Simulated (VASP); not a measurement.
# LiCl: single point with PBEsol

The system is LiCl.

```
CELL_PARAMETERS angstrom
0.00000 2.54212 2.54212
2.54212 0.00000 2.54212
2.54212 2.54212 0.00000
ATOMIC_POSITIONS crystal
Li 0.00000 0.00000 0.00000
Cl 0.50000 0.50000 0.50000
```

```
Program                : VASP 6.6.1
Task                   : single point
Functional             : PBEsol
Potentials or basis    : VASP PAW PBE potentials, release 64 (Li_sv, Cl)
Cutoff                 : 520 eV
k mesh                 : 2 × 2 × 2
Occupations            : gaussian, width 0.1 eV
Spin                   : no spin polarisation
Dipole correction      : no
Further INCAR settings : ALGO = Normal; EDIFF = 1e-06; NBANDS = 12
```

The band gap on the k mesh is 6.18 eV, direct.

Levels at points of the mesh, in eV from the valence-band top:
| k point | band 2 | band 3 | band 4 | band 5 | band 6 | band 7 | band 8 | band 9 |
| --- | --- | --- | --- | --- | --- | --- | --- | --- |
| (0.00, 0.00, 0.00) | -13.47 | 0.00 | 0.00 | 0.00 | 6.18 | 11.69 | 11.69 | 11.69 |
| (0.50, 0.00, 0.00) | -12.83 | -3.05 | -0.28 | -0.28 | 6.44 | 9.21 | 9.21 | 13.04 |
| (0.50, 0.50, 0.00) | -12.56 | -3.16 | -1.21 | -1.21 | 7.64 | 7.90 | 12.44 | 14.03 |

It took 2.5 s on 1 thread of AMD EPYC 7R13 Processor (Zen 3) (shared host), peak memory 0.11 GiB.

Caveat: the k points lie up to 1.07 Å⁻¹ apart. A k mesh can miss the band edges.
